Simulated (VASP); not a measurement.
Write the native input for VASP 6.6.1 that does the following.

```yaml
Task: single point
Functional: PBEsol
Potentials_or_basis: VASP PAW PBE potentials, release 64 (Mo_sv)
Cutoff: 520 eV
k_mesh: 22 × 22 × 22
Occupations: gaussian, width 0.15 eV
Spin: no spin polarisation
Dipole_correction: no
Further_INCAR_settings: ALGO = Fast; EDIFF = 1e-06; NBANDS = 13
```

The structure of Mo lies in POSCAR:

```
Mo
1.0
   -1.5435075000      1.5710000000      1.5435075000
    1.5984925000     -1.5710000000      1.5984925000
    1.5435075000      1.5710000000     -1.5435075000
Mo
1
Direct
    0.0000000000      0.0000000000      0.0000000000
```

This cell differs from its parent crystal: strain +0.0350 x Voigt [0, 0, 0, 0, 1, 0].

The input as run:

INCAR

```
SYSTEM = Mo
  PREC = Accurate
  ENCUT = 520
  EDIFF = 1E-6
  ISMEAR = 0
  SIGMA = 0.15
  LREAL = .FALSE.
  LASPH = .TRUE.
  NELM = 100
  ALGO = Fast
  ISIF = 2
  LWAVE = .FALSE.
  LCHARG = .FALSE.
  GGA = PS
  NBANDS = 13
```

KPOINTS

```
regular mesh
0
G
  22 22 22
  0 0 0
```

Potentials or basis: VASP PAW PBE potentials, release 64 (Mo_sv).

Launch:

```console
$ cat potpaw_PBE.64/Mo_sv/POTCAR > POTCAR
$ mpirun -np 1 vasp_std > vasp.out
```

It gave:

* Pressure: -2.4 GPa
* Band gap on the k mesh: zero (bands 7 and 8 overlap by 5.05 eV)

Caveat: the cell differs from its parent crystal (strain +0.0350 x Voigt [0, 0, 0, 0, 1, 0]); the PAW data sets were made with another functional, which shifts forces and pressure a little.

It took 110 s on 1 thread of Intel(R) Xeon(R) 6975P-C (Granite Rapids), on a shared host, peak memory 0.37 GiB.
